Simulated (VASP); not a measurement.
# Ir (P6_3/mmc) in VASP: a series of runs, part 2 of 2

VASP 6.6.1. Earlier steps stand in the parts before.

## 4. Relaxation of cell and atoms, PBEsol, target pressure 10 GPa, at which the enthalpy is minimised

Input file INCAR:

```
  PREC = Accurate
  ENCUT = 600
  EDIFF = 1E-7
  ISMEAR = -1
  SIGMA = 0.05
  LREAL = F
  LASPH = T
  NELM = 80
  ALGO = Normal
  ISIF = 3
  LWAVE = F
  LCHARG = F
  GGA = PS
  IBRION = 2
  NSW = 80
  EDIFFG = -0.005
  PSTRESS = 100.0
```

Input file KPOINTS:

```
Automatic mesh
0
Gamma
  11 11 6
```

Input file POSCAR:

```
Ir
1.0
    2.7513778946      0.0000000000      0.0000000000
   -1.3756889473      2.3827631521      0.0000000000
    0.0000000000      0.0000000000      4.4622900000
Ir
2
Direct
    0.3333333333      0.6666666667      0.2500000000
    0.6666666667      0.3333333333      0.7500000000
```

Potentials or basis: VASP PAW PBE potentials, release 64 (Ir).

On the command line:

```
> cat potpaw_PBE.64/Ir/POTCAR > POTCAR
> mpirun -np 1 vasp_std > vasp.out
```

OUTCAR:

```text
PREC = Accurate
   ENCUT = 600
   EDIFF = 1E-7
   ISMEAR = -1
   LREAL = F
   LASPH = T
   NELM = 80
   ISIF = 3
   GGA = PS
   IBRION = 2
   NSW = 80
   EDIFFG = -0.005
   PSTRESS = 100.0

 ion  position               nearest neighbor table
   1  0.333  0.667  0.250-   2 2.74   2 2.74   2 2.74   2 2.74   2 2.74   2 2.74
   2  0.667  0.333  0.750-   1 2.74   1 2.74   1 2.74   1 2.74   1 2.74   1 2.74

  LATTYP: Found a hexagonal cell.
 ALAT       =     2.7513778946
 C/A-ratio  =     1.6218382828

  Lattice vectors:

 A1 = (   2.7513778946,   0.0000000000,   0.0000000000)
 A2 = (  -1.3756889473,   2.3827631521,   0.0000000000)
 A3 = (   0.0000000000,   0.0000000000,   4.4622900000)

Analysis of symmetry for initial positions (statically):
=====================================================================
 Subroutine PRICEL returns:
 Original cell was already a primitive cell.

 Routine SETGRP: Setting up the symmetry group for a
 hexagonal supercell.

 Subroutine GETGRP returns: Found 24 space group operations
 (whereof 12 operations were pure point group operations)
 out of a pool of 24 trial point group operations.

The static configuration has the point symmetry D_3d.
 The point group associated with its full space group is D_6h.

Analysis of symmetry for dynamics (positions and initial velocities):
[... 161 lines left out ...]
  energy without entropy =      -19.40862035  energy(sigma->0) =      -19.42136509

 E-fermi :   9.7708     XC(G=0): -13.9064

 val. band max:        9.7618893016   @ k =   0.3636   0.1818   0.1667
 cond. band min:       9.7762178763   @ k =   0.2727   0.0909   0.3333
 fundamental gap:      0.0143285747
 Fermi energy:         9.7708365069

 k-point     1 :       0.0000    0.0000    0.0000
  band No.  band energies     occupation
      1      -1.1573      2.00000
      2       1.9082      2.00000
      3       6.0137      2.00000
      4       6.1191      2.00000
      5       6.1191      2.00000
      6       6.7467      2.00000
      7       6.7467      2.00000
      8       7.5106      2.00000
      9       7.5106      2.00000
     10       8.9956      2.00000
     11      10.0463      0.00807
     12      10.0463      0.00807
     13      16.5256      0.00000
[... 477 lines left out ...]
  energy  without entropy=      -19.4341345486  energy(sigma->0) =      -19.44592427

  enthalpy is  TOTEN    =       -17.7222300988 eV   P V=        1.7354838959

[... ionic steps 4 to 9 ...]

--------------------------------------- Ionic step       10  -------------------------------------------

 number of electron      18.0000001 magnetization

------------------------ aborting loop because EDIFF is reached ----------------------------------------
[... 71 lines left out ...]
--------------------------------------- Ionic step       12  -------------------------------------------

 number of electron      18.0000001 magnetization

 Free energy of the ion-electron system (eV)
  ---------------------------------------------------
  ext. energy  EPLUGINS =         0.00000000
  ---------------------------------------------------
  free energy    TOTEN  =       -19.44844213 eV

  energy without entropy =      -19.42515504  energy(sigma->0) =      -19.43679858

 E-fermi :  10.7728     XC(G=0): -14.2405

 val. band max:       10.7601193976   @ k =   0.3636   0.1818   0.1667
 cond. band min:      10.7749185401   @ k =   0.2727   0.0909   0.3333
 fundamental gap:      0.0147991425
 Fermi energy:        10.7728103947

 k-point     1 :       0.0000    0.0000    0.0000
  band No.  band energies     occupation
      1      -0.7866      2.00000
      2       2.2889      2.00000
      3       6.6626      2.00000
      4       6.7727      2.00000
      5       6.7727      2.00000
      6       7.4641      2.00000
      7       7.4641      2.00000
      8       8.3038      2.00000
      9       8.3038      2.00000
     10       9.8325      2.00000
     11      11.0728      0.00495
     12      11.0728      0.00495
     13      18.0585      0.00000
[... 401 lines left out ...]
  energy  without entropy=      -19.4251550380  energy(sigma->0) =      -19.43679858

  enthalpy is  TOTEN    =       -17.7236880238 eV   P V=        1.7247541073

 reached required accuracy - stopping structural energy minimisation
```

CONTCAR:

```text
Ir
   1.00000000000000
     2.6992928226931250   -0.0000000000000000    0.0000000000000000
    -1.3496464113465625    2.3376561566694156    0.0000000000000000
    -0.0000000000000000   -0.0000000000000000    4.3793246198676057
  Ir
     2
Direct
     0.3333333332999970    0.6666666667000030    0.2500000000000000
     0.6666666667000030    0.3333333332999970    0.7500000000000000

  0.00000000E+00  0.00000000E+00  0.00000000E+00
  0.00000000E+00  0.00000000E+00  0.00000000E+00
```

It took 2 min on 1 thread of AMD EPYC 9R45 (Zen 5), shared host; peak memory 0.15 GiB.

Results:

```yaml
Free_energy: -19.4484 eV
Relaxed_volume: 13.82 Å³/atom
Relaxed_cell: a = 2.699 Å, b = 2.699 Å, c = 4.379 Å, α = 90.00°, β = 90.00°, γ = 120.00°
Space_group_after_relaxing_to_0.05_Å: P6_3/mmc (No. 194)
Energy_change_on_relaxing_the_enthalpy_is_what_falls: -7.2 meV/atom
Ionic_steps: 12
Pressure_after_relaxing: 10.0 GPa
Band_gap_on_the_k_mesh: zero (band 9 reaches 11.81 eV, above the bottom of band 10 at 8.41 eV)
```

The path:
| step | energy change (eV) | largest force (eV/Å) | pressure (GPa) | volume (Å³) |
| --- | --- | --- | --- | --- |
| 1 | 0.0000 | 0.0000 | -11.55 | 29.25 |
| 2 | 3.1374 | 0.0000 | 199.16 | 21.69 |
| 3 | -0.0236 | 0.0000 | 7.33 | 27.81 |
| 4 | -0.0176 | 0.0000 | 9.14 | 27.69 |
| 5 | -0.0143 | 0.0000 | 10.00 | 27.63 |
| 6 | -0.0123 | 0.0000 | 10.50 | 27.60 |
| 7 | -0.0208 | 0.0000 | 8.22 | 27.75 |
| 8 | -0.0144 | 0.0000 | 9.99 | 27.63 |
| 9 | -0.0144 | 0.0000 | 9.99 | 27.63 |
| 10 | -0.0153 | 0.0000 | 9.76 | 27.65 |
| 11 | -0.0144 | 0.0000 | 9.97 | 27.64 |
| 12 | -0.0143 | 0.0000 | 9.99 | 27.63 |

Final structure:
```
CELL_PARAMETERS angstrom
2.69929 0.00000 0.00000
-1.34965 2.33766 0.00000
0.00000 0.00000 4.37932
ATOMIC_POSITIONS crystal
Ir 0.33333 0.66667 0.25000
Ir 0.66667 0.33333 0.75000
```

Caveat: the cell is relaxed towards a set pressure, so the enthalpy falls and the energy may rise; the PAW data sets were made with another functional, which shifts forces and pressure a little; spin-orbit coupling is left out, which moves the levels of the heavy elements.

## 5. Relaxation of cell and atoms, PBEsol, target pressure 20 GPa, at which the enthalpy is minimised

Input file INCAR:

```
PREC = Accurate
ENCUT = 600
EDIFF = 1E-6
ISMEAR = -1
SIGMA = 0.05
LREAL = F
LASPH = T
NELM = 100
ALGO = Normal
ISIF = 3
LWAVE = F
LCHARG = F
GGA = PS
IBRION = 2
NSW = 80
EDIFFG = -0.005
PSTRESS = 200.0
```

Input file KPOINTS:

```
regular mesh
0
Gamma
  11 11 6
```

POSCAR is that of step 4.

Potentials or basis: VASP PAW PBE potentials, release 64 (Ir).

On the command line:

```
> cat potpaw_PBE.64/Ir/POTCAR > POTCAR
> mpirun -np 1 vasp_std > vasp.out
```

OUTCAR:

```text
PREC = Accurate
   ENCUT = 600
   EDIFF = 1E-6
   ISMEAR = -1
   LREAL = F
   LASPH = T
   NELM = 100
   ISIF = 3
   GGA = PS
   IBRION = 2
   NSW = 80
   EDIFFG = -0.005
   PSTRESS = 200.0

 ion  position               nearest neighbor table
   1  0.333  0.667  0.250-   2 2.74   2 2.74   2 2.74   2 2.74   2 2.74   2 2.74
   2  0.667  0.333  0.750-   1 2.74   1 2.74   1 2.74   1 2.74   1 2.74   1 2.74

  LATTYP: Found a hexagonal cell.
 ALAT       =     2.7513778946
 C/A-ratio  =     1.6218382828

  Lattice vectors:

 A1 = (   2.7513778946,   0.0000000000,   0.0000000000)
 A2 = (  -1.3756889473,   2.3827631521,   0.0000000000)
 A3 = (   0.0000000000,   0.0000000000,   4.4622900000)

Analysis of symmetry for initial positions (statically):
=====================================================================
 Subroutine PRICEL returns:
 Original cell was already a primitive cell.

 Routine SETGRP: Setting up the symmetry group for a
 hexagonal supercell.

 Subroutine GETGRP returns: Found 24 space group operations
 (whereof 12 operations were pure point group operations)
 out of a pool of 24 trial point group operations.

The static configuration has the point symmetry D_3d.
 The point group associated with its full space group is D_6h.

Analysis of symmetry for dynamics (positions and initial velocities):
[... 161 lines left out ...]
  energy without entropy =      -19.40861973  energy(sigma->0) =      -19.42136461

 E-fermi :   9.7707     XC(G=0): -13.9064

 val. band max:        9.7617122143   @ k =   0.3636   0.1818   0.1667
 cond. band min:       9.7760304260   @ k =   0.2727   0.0909   0.3333
 fundamental gap:      0.0143182116
 Fermi energy:         9.7706549889

 k-point     1 :       0.0000    0.0000    0.0000
  band No.  band energies     occupation
      1      -1.1574      2.00000
      2       1.9081      2.00000
      3       6.0136      2.00000
      4       6.1190      2.00000
      5       6.1190      2.00000
      6       6.7466      2.00000
      7       6.7466      2.00000
      8       7.5104      2.00000
      9       7.5104      2.00000
     10       8.9954      2.00000
     11      10.0461      0.00807
     12      10.0461      0.00807
     13      16.5253      0.00000
[... 477 lines left out ...]
  energy  without entropy=      -19.4082836756  energy(sigma->0) =      -19.41981560

  enthalpy is  TOTEN    =       -16.0107098925 eV   P V=        3.4206376242

[... ionic steps 4 to 7 ...]

--------------------------------------- Ionic step        8  -------------------------------------------

 number of electron      18.0000001 magnetization

------------------------ aborting loop because EDIFF is reached ----------------------------------------
[... 71 lines left out ...]
--------------------------------------- Ionic step       10  -------------------------------------------

 number of electron      18.0000001 magnetization

 Free energy of the ion-electron system (eV)
  ---------------------------------------------------
  ext. energy  EPLUGINS =         0.00000000
  ---------------------------------------------------
  free energy    TOTEN  =       -19.39290198 eV

  energy without entropy =      -19.37043443  energy(sigma->0) =      -19.38166821

 E-fermi :  11.1714     XC(G=0): -14.3696

 val. band max:       11.1549540374   @ k =   0.3636   0.1818   0.1667
 cond. band min:      11.1743407695   @ k =   0.2727   0.0909   0.3333
 fundamental gap:      0.0193867321
 Fermi energy:        11.1714225057

 k-point     1 :       0.0000    0.0000    0.0000
  band No.  band energies     occupation
      1      -0.6350      2.00000
      2       2.4386      2.00000
      3       6.9134      2.00000
      4       7.0312      2.00000
      5       7.0312      2.00000
      6       7.7471      2.00000
      7       7.7471      2.00000
      8       8.6238      2.00000
      9       8.6238      2.00000
     10      10.1663      2.00000
     11      11.4824      0.00397
     12      11.4824      0.00397
     13      18.6633      0.00000
[... 401 lines left out ...]
  energy  without entropy=      -19.3704344311  energy(sigma->0) =      -19.38166821

  enthalpy is  TOTEN    =       -16.0179885153 eV   P V=        3.3749134660

 reached required accuracy - stopping structural energy minimisation
```

OSZICAR:

```text
N       E                     dE             d eps       ncg     rms          rms(c)
DAV:   1     0.162501406422E+03    0.16250E+03   -0.93322E+03  1664   0.155E+03
DAV:   2    -0.133323158619E+02   -0.17583E+03   -0.16165E+03  1699   0.384E+02
DAV:   3    -0.205622771300E+02   -0.72300E+01   -0.67072E+01  2071   0.863E+01
DAV:   4    -0.207079020803E+02   -0.14562E+00   -0.14060E+00  1767   0.112E+01
[... 68 lines left out ...]
       N       E                     dE             d eps       ncg     rms          rms(c)
DAV:   1    -0.193929268018E+02    0.17749E-02   -0.96086E-04  1729   0.475E-01    0.592E-02
DAV:   2    -0.193929041607E+02    0.22641E-04   -0.40447E-05  1844   0.909E-02    0.212E-02
DAV:   3    -0.193929016667E+02    0.24940E-05   -0.97174E-06  1960   0.421E-02    0.477E-03
DAV:   4    -0.193929019813E+02   -0.31465E-06   -0.31928E-07   832   0.625E-03
  10 F= -.16017989E+02 E0= -.16006755E+02  d E =-.792771E-04
```

CONTCAR:

```text
Ir
   1.00000000000000
     2.6790988647129401    0.0000000000000000    0.0000000000000000
    -1.3395494323564701    2.3201676760537060   -0.0000000000000000
    -0.0000000000000000    0.0000000000000000    4.3494577468672428
  Ir
     2
Direct
     0.3333333332999970    0.6666666667000030    0.2500000000000000
     0.6666666667000030    0.3333333332999970    0.7500000000000000

  0.00000000E+00  0.00000000E+00  0.00000000E+00
  0.00000000E+00  0.00000000E+00  0.00000000E+00
```

It took 94 s on 1 thread of AMD EPYC 9R45 (Zen 5), shared host; peak memory 0.15 GiB.

What came out:

```
Free energy                                            : -19.3929 eV
Relaxed volume                                         : 13.52 Å³/atom
Relaxed cell                                           : a = 2.679 Å, b = 2.679 Å, c = 4.349 Å, α = 90.00°, β = 90.00°, γ = 120.00°
Space group after relaxing (to 0.05 Å)                 : P6_3/mmc (No. 194)
Energy change on relaxing (the enthalpy is what falls) : +20.6 meV/atom
Ionic steps                                            : 10
Pressure after relaxing                                : 20.0 GPa
Band gap on the k mesh                                 : zero (band 9 reaches 12.25 eV, above the bottom of band 10 at 8.73 eV)
```

The path:
| step | energy change (eV) | largest force (eV/Å) | pressure (GPa) | volume (Å³) |
| --- | --- | --- | --- | --- |
| 1 | 0.0000 | 0.0000 | -11.52 | 29.25 |
| 2 | 8.9005 | 0.0000 | 442.10 | 18.68 |
| 3 | 0.0028 | 0.0000 | 13.73 | 27.40 |
| 4 | 0.0230 | 0.0000 | 17.27 | 27.19 |
| 5 | 0.0414 | 0.0000 | 20.04 | 27.04 |
| 6 | 0.0360 | 0.0000 | 19.30 | 27.08 |
| 7 | 0.0366 | 0.0000 | 19.35 | 27.07 |
| 8 | 0.0365 | 0.0000 | 19.33 | 27.07 |
| 9 | 0.0394 | 0.0000 | 19.75 | 27.05 |
| 10 | 0.0412 | 0.0000 | 20.01 | 27.04 |

Final structure:
```cif
data_structure
_symmetry_space_group_name_H-M 'P 1'
_symmetry_Int_Tables_number 1
_cell_length_a 2.6791
_cell_length_b 2.6791
_cell_length_c 4.3495
_cell_angle_alpha 90.000
_cell_angle_beta 90.000
_cell_angle_gamma 120.000
_cell_volume 27.04
loop_
_atom_site_label
_atom_site_type_symbol
_atom_site_fract_x
_atom_site_fract_y
_atom_site_fract_z
_atom_site_occupancy
Ir1 Ir 0.33333 0.66667 0.25000 1
Ir2 Ir 0.66667 0.33333 0.75000 1
```

Caveat: the cell is relaxed towards a set pressure, so the enthalpy falls and the energy may rise; the PAW data sets were made with another functional, which shifts forces and pressure a little; spin-orbit coupling is left out, which moves the levels of the heavy elements.

## 6. The runs side by side

```csv
cell,gap on the mesh (eV),pressure (GPa)
relaxed,none,0.0
relaxed to 5 GPa,none,5.0
relaxed to 10 GPa,none,10.0
relaxed to 20 GPa,none,20.0
```

Alike in all rows: task relaxation of cell and atoms; level PBEsol; potentials or basis VASP PAW PBE potentials, release 64 (Ir); no spin polarisation; k mesh 11 × 11 × 6; cutoff (eV) 600; smearing fermi-dirac 0.05 eV.

Caveats: the PAW data sets were made with another functional, which shifts forces and pressure a little; spin-orbit coupling is left out, which moves the levels of the heavy elements; the cell is relaxed towards a set pressure, so the enthalpy falls and the energy may rise (some runs).

Total energies depend on the potentials used, so only differences within one code and one set of settings carry meaning.
